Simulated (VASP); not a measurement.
## BiTe: single point with PBE

Crystal: BiTe.

```
Bi Te
1.0
     0.00000    3.49503    3.25119
     3.00735    0.00000    3.25119
     3.00735    3.49503    0.00000
Bi Te
1 1
Direct
  0.00000 0.00000 0.00000
  0.50000 0.50000 0.50000
```

This cell differs from its parent crystal: strain -0.0750 x Voigt [1, -1, 0, 0, 0, 0].

* Program: VASP 6.6.1
* Task: single point
* Functional: PBE
* Potentials or basis: VASP PAW PBE potentials, release 64 (Bi_d, Te)
* Cutoff: 520 eV
* k mesh: 16 × 16 × 16
* Occupations: gaussian, width 0.15 eV
* Spin: no spin polarisation
* Dipole correction: no
* Further INCAR settings: ALGO = Normal; EDIFF = 1e-06; NBANDS = 18

| Property | Result |
| --- | --- |
| Pressure | 1.8 GPa |
| Band gap on the k mesh | zero (an odd number of electrons rules out a gap without spin polarisation) |

Stress tensor (GPa, compression positive):
```
 8.65  0.00  0.00
 0.00 -3.50  0.00
 0.00  0.00  0.33
```

Levels at points of the mesh, in eV from the Fermi level:
```tsv
k point	band 8	band 9	band 10	band 11	band 12	band 13
(0.00, 0.00, 0.00)	-3.58	-2.45	-1.66	0.66	1.97	4.04
(0.50, 0.00, 0.00)	-2.12	-1.93	-1.23	-1.08	-0.72	-0.18
(0.50, 0.50, 0.00)	-5.68	-4.95	-3.01	1.88	2.39	4.92
(0.50, 0.00, 0.50)	-5.39	-4.47	-3.39	2.44	2.84	3.97
(0.00, 0.50, 0.50)	-5.96	-4.57	-3.71	2.15	2.62	4.11
```

Wall time 14 min on 1 thread of Intel Xeon 8259CL, with other jobs on the host, peak memory 0.78 GiB.

Caveat: the cell differs from its parent crystal (strain -0.0750 x Voigt [1, -1, 0, 0, 0, 0]); the stress differs along the axes, from -3 to 9 GPa; spin-orbit coupling is left out, which moves the levels of the heavy elements.
